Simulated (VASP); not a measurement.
# Ir (P6_3/mmc) in VASP: further runs

Ir is run at these levels: LDA; tasks: single point.

Everything below comes from runs of VASP 6.6.1. Logs are shortened: lines on timing, memory, paths and dates and some standing lists are left out, and cuts for length are marked.

## Step 1: The cell of the first run

It takes space group P6_3/mmc (No. 194, hexagonal). The conventional cell has a = 2.751 Å, b = 2.751 Å, c = 4.462 Å, α = 90.00°, β = 90.00°, γ = 120.00°. Within 3.6 Å of Ir (site symmetry -6m2) lie 12 Ir at 2.74 to 2.75 Å.

This isn't the form of Ir at room conditions, which is fcc.

## Step 2: Single point, LDA

INCAR reads:

```
SYSTEM = Ir
  ALGO = Normal
  EDIFF = 1E-6
  ENCUT = 500
  GGA_COMPAT = .False.
  ISIF = 2
  ISMEAR = 0
  ISYM = -1
  LASPH = .True.
  LCHARG = .True.
  LELF = .True.
  LREAL = .False.
  LVHAR = .True.
  LWAVE = .False.
  NBANDS = 16
  NELM = 120
  PREC = Accurate
  SIGMA = 0.1
```

KPOINTS reads:

```
explicit points
54
Reciprocal
  0.08333333   0.08333333   0.00000000 2
  0.08333333   0.08333333   0.33333333 2
  0.08333333   0.08333333   0.66666667 2
  0.08333333   0.25000000   0.00000000 2
  0.08333333   0.25000000   0.33333333 2
  0.08333333   0.25000000   0.66666667 2
  0.08333333   0.41666667   0.00000000 2
  0.08333333   0.41666667   0.33333333 2
  0.08333333   0.41666667   0.66666667 2
  0.08333333   0.58333333   0.00000000 2
  0.08333333   0.58333333   0.33333333 2
  0.08333333   0.58333333   0.66666667 2
  0.08333333   0.75000000   0.00000000 2
  0.08333333   0.75000000   0.33333333 2
  0.08333333   0.75000000   0.66666667 2
  0.08333333   0.91666667   0.00000000 2
  0.08333333   0.91666667   0.33333333 2
  0.08333333   0.91666667   0.66666667 2
  0.25000000   0.08333333   0.00000000 2
  0.25000000   0.08333333   0.33333333 2
  0.25000000   0.08333333   0.66666667 2
  0.25000000   0.25000000   0.00000000 2
  0.25000000   0.25000000   0.33333333 2
  0.25000000   0.25000000   0.66666667 2
  0.25000000   0.41666667   0.00000000 2
  0.25000000   0.41666667   0.33333333 2
  0.25000000   0.41666667   0.66666667 2
  0.25000000   0.58333333   0.00000000 2
  0.25000000   0.58333333   0.33333333 2
  0.25000000   0.58333333   0.66666667 2
  0.25000000   0.75000000   0.00000000 2
  0.25000000   0.75000000   0.33333333 2
  0.25000000   0.75000000   0.66666667 2
  0.25000000   0.91666667   0.00000000 2
  0.25000000   0.91666667   0.33333333 2
  0.25000000   0.91666667   0.66666667 2
  0.41666667   0.08333333   0.00000000 2
  0.41666667   0.08333333   0.33333333 2
  0.41666667   0.08333333   0.66666667 2
  0.41666667   0.25000000   0.00000000 2
  0.41666667   0.25000000   0.33333333 2
  0.41666667   0.25000000   0.66666667 2
  0.41666667   0.41666667   0.00000000 2
  0.41666667   0.41666667   0.33333333 2
  0.41666667   0.41666667   0.66666667 2
  0.41666667   0.58333333   0.00000000 2
  0.41666667   0.58333333   0.33333333 2
  0.41666667   0.58333333   0.66666667 2
  0.41666667   0.75000000   0.00000000 2
  0.41666667   0.75000000   0.33333333 2
  0.41666667   0.75000000   0.66666667 2
  0.41666667   0.91666667   0.00000000 2
  0.41666667   0.91666667   0.33333333 2
  0.41666667   0.91666667   0.66666667 2
```

POSCAR reads:

```
Ir
1.0
    2.7513800000      0.0000000000      0.0000000000
   -1.3756900000      2.3827600000      0.0000000000
    0.0000000000      0.0000000000      4.4622900000
Ir
2
Direct
    0.6666666667      0.3333333333      0.7500000000
    0.3333333333      0.6666666667      0.2500000000
```

Potentials or basis: VASP PAW LDA potentials, release 64 (Ir).

Run with:

```
$ cat potpaw_LDA.64/Ir/POTCAR > POTCAR
$ mpirun -np 1 vasp_std > vasp.out
```

OUTCAR:

```text
SYSTEM = Ir
   EDIFF = 1E-6
   ENCUT = 500
   ISIF = 2
   ISMEAR = 0
   ISYM = -1
   LASPH = .True.
   LREAL = .False.
   NELM = 120
   PREC = Accurate

 ion  position               nearest neighbor table
   1  0.667  0.333  0.750-   2 2.74   2 2.74   2 2.74   2 2.74   2 2.74   2 2.74
   2  0.333  0.667  0.250-   1 2.74   1 2.74   1 2.74   1 2.74   1 2.74   1 2.74

IMPORTANT INFORMATION: All symmetrisations will be switched off!
NOSYMM: (Re-)initialisation of all symmetry stuff for point group C_1.

----------------------------------------------------------------------------------------

                                     Primitive cell

  volume of cell :      29.2542

  direct lattice vectors                    reciprocal lattice vectors
     2.751380000  0.000000000  0.000000000     0.363453976  0.209840689  0.000000000
    -1.375690000  2.382760000  0.000000000     0.000000000  0.419681378  0.000000000
     0.000000000  0.000000000  4.462290000     0.000000000  0.000000000  0.224100182

  length of vectors
     2.751380000  2.751375691  4.462290000     0.419680721  0.419681378  0.224100182

  position of ions in fractional coordinates (direct lattice)
     0.666666667  0.333333333  0.750000000
     0.333333333  0.666666667  0.250000000

  ion indices of the primitive-cell ions
   primitive index   ion index
                 1           1
                 2           2

----------------------------------------------------------------------------------------

 KPOINTS: explicit points

Read explicit list of k-points.

 Found     54 k-points:

 Following reciprocal coordinates:
            Coordinates               Weight
  0.083333  0.083333  0.000000      0.018519
  0.083333  0.083333  0.333333      0.018519
  0.083333  0.083333  0.666667      0.018519
  0.083333  0.250000  0.000000      0.018519
  0.083333  0.250000  0.333333      0.018519
  0.083333  0.250000  0.666667      0.018519
[... 16 lines left out ...]
  0.250000  0.250000  0.333333      0.018519
  0.250000  0.250000  0.666667      0.018519
 [... further k-points ...]
   k-points           NKPTS =     54   k-points in BZ     NKDIM =     54   number of bands    NBANDS=     16
   number of dos      NEDOS =    301   number of ions     NIONS =      2
   total plane-waves  NPLWV =  14400
   dimension x,y,z NGX =    20 NGY =   20 NGZ =   36
   dimension x,y,z NGXF=    40 NGYF=   40 NGZF=   72
   ions per type =               2
   NGX,Y,Z   is equivalent  to a cutoff of  12.08, 12.08, 13.41 a.u.
   NGXF,Y,Z  is equivalent  to a cutoff of  24.17, 24.17, 26.82 a.u.
 SYSTEM =  Ir
   PREC   = accura    normal or accurate (medium, high low for compatibility)
   ISTART =      0    job   : 0-new  1-cont  2-samecut
   ICHARG =      2    charge: 1-file 2-atom 10-const
   ISPIN  =      1    spin polarized calculation?
   LNONCOLLINEAR =      F non collinear calculations
   LSORBIT =      F    spin-orbit coupling
   LASPH  =      T    aspherical Exc in radial PAW
   ENCUT  =  500.0 eV  36.75 Ry    6.06 a.u.   5.02  5.02  8.14*2*pi/ulx,y,z
   NELM   =    120;   NELMIN=  2; NELMDL= -5     # of ELM steps
   EDIFF  = 0.1E-05   stopping-criterion for ELM
   LREAL  =      F    real-space projection
   EDIFFG = 0.1E-04   stopping-criterion for IOM
   NSW    =      0    number of steps for IOM
   IBRION =     -1    ionic relax: 0-MD 1-quasi-New 2-CG
   NFREE  =      0    steps in history (QN), initial steepest desc. (CG)
   ISIF   =      2    stress and relaxation
   ISYM   =     -1    0-nonsym 1-usesym 2-fastsym
   POTIM  = 0.5000    time-step for ionic-motion
   TEBEG  =    0.0;   TEEND  =   0.0 temperature during run
   PSTRESS=    0.0 pullay stress
   NELECT =      18.0000    total number of electrons
   NUPDOWN=      -1.0000    fix difference up-down
   EMIN   =  10.00;   EMAX   =-10.00  energy-range for DOS
   EFERMI =   0.00;   METHOD = LEGACY
   ISMEAR =     0;   SIGMA  =   0.10  broadening in eV -4-tet -1-fermi 0-gaus
   EFERMI_NEDOS =   21; number of points for ismear=-14 and -15
   IALGO  =     38    algorithm
   IMIX   =      4    mixing-type and parameters
     AMIX     =   0.40;   BMIX     =  1.00
     AMIX_MAG =   1.60;   BMIX_MAG =  1.00
  volume/ion in A,a.u.               =      14.63        98.71
  Fermi-wavevector in a.u.,A,eV,Ry     =   1.392417  2.631287 26.379332  1.938826
  Thomas-Fermi vector in A             =   2.516162
   LORBIT       =      0    0 simple, 1 ext, 2 COOP (PROOUT), +10 PAW based schemes
   GGA     = CA    functional components
   LHFCALC =     F    Hartree Fock is set to
   AEXX    =    0.0000 exact exchange contribution
   IVDW    =     0    specifies the selected vdW correction
   LEPSILON=     F    determine dielectric tensor
   LRPA    =     F    only Hartree local field effects (RPA)
 non-spin polarized calculation
 Gauss-broadening in eV      SIGMA  =   0.10
  energy-cutoff  :      500.00
  volume of cell :       29.25
 maximum number of plane-waves:       754
 NGX is ok and might be reduce to    20
   NGX =  9   NGY =  9   NGZ = 17

 number of electron      18.0000000 magnetization

 Free energy of the ion-electron system (eV)
  ---------------------------------------------------
  ext. energy  EPLUGINS =         0.00000000
  ---------------------------------------------------
  free energy    TOTEN  =       -20.52252725 eV

  energy without entropy =      -20.50838402  energy(sigma->0) =      -20.51545563

 E-fermi :   9.8469     XC(G=0): -13.9487

 val. band max:        9.8364696708   @ k =   0.0833   0.5833   0.0000
 cond. band min:       9.8500601192   @ k =   0.4167   0.2500   0.3333
 fundamental gap:      0.0135904485
 Fermi energy:         9.8469226128

 k-point     1 :       0.0833    0.0833    0.0000
  band No.  band energies     occupation
      1      -0.2562      2.00000
      2       2.6223      2.00000
      3       5.2756      2.00000
      4       6.3685      2.00000
      5       6.4987      2.00000
      6       6.7531      2.00000
[... 8 lines left out ...]
     15      27.1989      0.00000
     16      27.2060      0.00000

 k-point     2 :       0.0833    0.0833    0.3333
  band No.  band energies     occupation
      1       0.8014      2.00000
      2       2.5696      2.00000
      3       5.0597      2.00000
      4       5.4355      2.00000
      5       5.5899      2.00000
      6       6.4417      2.00000
[... 8 lines left out ...]
     15      26.1304      0.00000
     16      27.4218      0.00000

 k-point     3 :       0.0833    0.0833    0.6667
  band No.  band energies     occupation
      1       0.8014      2.00000
      2       2.5696      2.00000
      3       5.0597      2.00000
      4       5.4355      2.00000
      5       5.5899      2.00000
      6       6.4417      2.00000
[... 8 lines left out ...]
     15      26.1304      0.00000
     16      27.4218      0.00000

 k-point     4 :       0.0833    0.2500    0.0000
  band No.  band energies     occupation
      1       1.7300      2.00000
      2       3.3311      2.00000
      3       4.3788      2.00000
      4       5.0103      2.00000
      5       6.0915      2.00000
      6       6.1551      2.00000
[... 8 lines left out ...]
     15      23.4313      0.00000
     16      25.3370      0.00000

 k-point     5 :       0.0833    0.2500    0.3333
  band No.  band energies     occupation
      1       2.1933      2.00000
      2       3.4461      2.00000
      3       4.0651      2.00000
      4       5.0293      2.00000
      5       5.7278      2.00000
      6       6.5442      2.00000
[... 8 lines left out ...]
     15      23.8819      0.00000
     16      25.6448      0.00000

 k-point     6 :       0.0833    0.2500    0.6667
  band No.  band energies     occupation
      1       2.1933      2.00000
      2       3.4461      2.00000
      3       4.0651      2.00000
      4       5.0293      2.00000
      5       5.7278      2.00000
      6       6.5442      2.00000
[... 8 lines left out ...]
     15      23.8819      0.00000
     16      25.6448      0.00000

 k-point     7 :       0.0833    0.4167    0.0000
  band No.  band energies     occupation
      1       2.7462      2.00000
      2       2.8496      2.00000
      3       3.3237      2.00000
      4       5.8373      2.00000
      5       6.2152      2.00000
      6       6.4275      2.00000
[... 8 lines left out ...]
     15      20.0945      0.00000
     16      22.3068      0.00000

 k-point     8 :       0.0833    0.4167    0.3333
  band No.  band energies     occupation
      1       2.2574      2.00000
      2       2.9578      2.00000
      3       4.0299      2.00000
      4       4.5284      2.00000
      5       6.2487      2.00000
      6       7.7002      2.00000
[... 8 lines left out ...]
     15      22.7710      0.00000
     16      24.6250      0.00000

 k-point     9 :       0.0833    0.4167    0.6667
  band No.  band energies     occupation
      1       2.2574      2.00000
      2       2.9578      2.00000
      3       4.0299      2.00000
      4       4.5284      2.00000
      5       6.2487      2.00000
      6       7.7002      2.00000
[... 8 lines left out ...]
     15      22.7710      0.00000
     16      24.6250      0.00000
[... 172 lines left out ...]
 k-point    19 :       0.2500    0.0833    0.0000
  band No.  band energies     occupation
      1       1.7300      2.00000
      2       3.3311      2.00000
      3       4.3788      2.00000
      4       5.0103      2.00000
      5       6.0915      2.00000
      6       6.1551      2.00000
[... 8 lines left out ...]
     15      23.4314      0.00000
     16      25.3370      0.00000

 k-point    20 :       0.2500    0.0833    0.3333
  band No.  band energies     occupation
      1       2.1933      2.00000
      2       3.4461      2.00000
      3       4.0651      2.00000
      4       5.0293      2.00000
      5       5.7278      2.00000
      6       6.5442      2.00000
[... 8 lines left out ...]
     15      23.8818      0.00000
     16      25.6448      0.00000

 k-point    21 :       0.2500    0.0833    0.6667
  band No.  band energies     occupation
      1       2.1933      2.00000
      2       3.4461      2.00000
      3       4.0651      2.00000
      4       5.0293      2.00000
      5       5.7278      2.00000
      6       6.5442      2.00000
[... 8 lines left out ...]
     15      23.8818      0.00000
     16      25.6448      0.00000

 k-point    22 :       0.2500    0.2500    0.0000
  band No.  band energies     occupation
      1       3.4898      2.00000
      2       3.5510      2.00000
      3       4.1953      2.00000
      4       4.4473      2.00000
      5       5.5737      2.00000
      6       6.4725      2.00000
[... 8 lines left out ...]
     15      20.5937      0.00000
     16      25.1032      0.00000

 k-point    23 :       0.2500    0.2500    0.3333
  band No.  band energies     occupation
      1       3.3256      2.00000
      2       3.3927      2.00000
      3       4.4884      2.00000
      4       5.1199      2.00000
      5       5.4985      2.00000
      6       6.1174      2.00000
[... 8 lines left out ...]
     15      22.5327      0.00000
     16      22.7252      0.00000

 k-point    24 :       0.2500    0.2500    0.6667
  band No.  band energies     occupation
      1       3.3256      2.00000
      2       3.3927      2.00000
      3       4.4884      2.00000
      4       5.1199      2.00000
      5       5.4985      2.00000
      6       6.1174      2.00000
[... 8 lines left out ...]
     15      22.5327      0.00000
     16      22.7252      0.00000

 [... further k-points ...]

------------------------ aborting loop because EDIFF is reached ----------------------------------------

  FORCE on cell =-STRESS in cart. coord.  units (eV):
  Direction    XX          YY          ZZ          XY          YZ          ZX
  --------------------------------------------------------------------------------------
  -------------------------------------------------------------------------------------
  Total       -3.3222735     -2.7282375     -3.2820491      0.5143152      0.0000007     -0.0000001
  in kB     -181.9521926   -149.4184023   -179.7492071     28.1676930      0.0000360     -0.0000079
  external PRESSURE =    -170.3732674 kB  Pullay stress =       0.0000000 kB

 VOLUME and BASIS-vectors are now :
 -----------------------------------------------------------------------------
  energy-cutoff  :      500.00
  volume of cell :       29.25
      direct lattice vectors                 reciprocal lattice vectors
     2.751380000  0.000000000  0.000000000     0.363453976  0.209840689  0.000000000
    -1.375690000  2.382760000  0.000000000     0.000000000  0.419681378  0.000000000
     0.000000000  0.000000000  4.462290000     0.000000000  0.000000000  0.224100182

 POSITION                                       TOTAL-FORCE (eV/Angst)
 -----------------------------------------------------------------------------------
      1.37569      0.79425      3.34672        -0.065761      0.037971      0.000001
     -0.00000      1.58851      1.11557         0.065761     -0.037971     -0.000001
 -----------------------------------------------------------------------------------
    total drift:                               -0.000011      0.000007      0.000000

  FREE ENERGIE OF THE ION-ELECTRON SYSTEM (eV)
  ---------------------------------------------------
  free  energy   TOTEN  =       -20.5225272487 eV

  energy  without entropy=      -20.5083840199  energy(sigma->0) =      -20.51545563
```

Run time: 50 s. Hardware: 1 thread of Intel Xeon 8259CL, shared host; peak memory 0.14 GiB.

Results:

```
Free energy            : -20.5225 eV
Pressure               : -17.0 GPa
Largest force          : 0.076 eV/Å
Band gap on the k mesh : zero (bands 9 and 10 overlap by 2.78 eV)
```

Forces in eV/Å, atoms in the order of the input:
```
Ir  -0.066  0.038  0.000
Ir   0.066 -0.038  0.000
```

Stress tensor (GPa, compression positive):
```
-18.20   2.82   0.00
  2.82 -14.94   0.00
  0.00   0.00 -17.97
```

Levels at points of the mesh, in eV from the Fermi level:
| k point | band 7 | band 8 | band 9 | band 10 | band 11 | band 12 |
| --- | --- | --- | --- | --- | --- | --- |
| (0.08, 0.08, 0.00) | -3.00 | -2.88 | -2.38 | -2.13 | 0.43 | 3.23 |

Caveat: the cell stands under tension; spin-orbit coupling is left out, which moves the levels of the heavy elements.

## Step 3: Single point, LDA

INCAR reads:

```
PREC     = Accurate       # precision mode
ENCUT    = 500            # plane-wave cutoff, eV
EDIFF    = 1E-6           # SCF threshold, eV
ISMEAR   = 0              # smearing method
SIGMA    = 0.1            # smearing width, eV
LREAL    = False          # projectors in reciprocal space
LASPH    = True           # aspherical terms in the spheres
NELM     = 120            # most SCF steps
ALGO     = Normal         # electronic algorithm
ISIF     = 2              # what is computed and relaxed
LWAVE    = False          # write WAVECAR
LCHARG   = False          # write CHGCAR
GGA      = CA             # functional
NBANDS   = 16             # bands
ISYM     = -1           
GGA_COMPAT= False
```

KPOINTS is that of step 2.

POSCAR is that of step 2.

Potentials or basis: VASP PAW LDA potentials, release 64 (Ir).

Run with:

```
$ cat potpaw_LDA.64/Ir/POTCAR > POTCAR
$ mpirun -np 1 vasp_std > vasp.out
```

It took 35 s on 1 thread of Intel Xeon 8259CL, shared host; peak memory 0.14 GiB.

It converged, with:

```
Free energy            : -20.5225 eV
Pressure               : -17.0 GPa
Largest force          : 0.076 eV/Å
Band gap on the k mesh : zero (bands 9 and 10 overlap by 2.78 eV)
```

Forces on the atoms (eV/Å):
```
Ir  -0.066  0.038  0.000
Ir   0.066 -0.038  0.000
```

Stress tensor (GPa, compression positive):
```
-18.20   2.82   0.00
  2.82 -14.94   0.00
  0.00   0.00 -17.97
```

Levels at points of the mesh, in eV from the Fermi level:
| k point | band 7 | band 8 | band 9 | band 10 | band 11 | band 12 |
| --- | --- | --- | --- | --- | --- | --- |
| (0.08, 0.08, 0.00) | -3.00 | -2.88 | -2.38 | -2.13 | 0.43 | 3.23 |

Caveat: the cell stands under tension; spin-orbit coupling is left out, which moves the levels of the heavy elements.
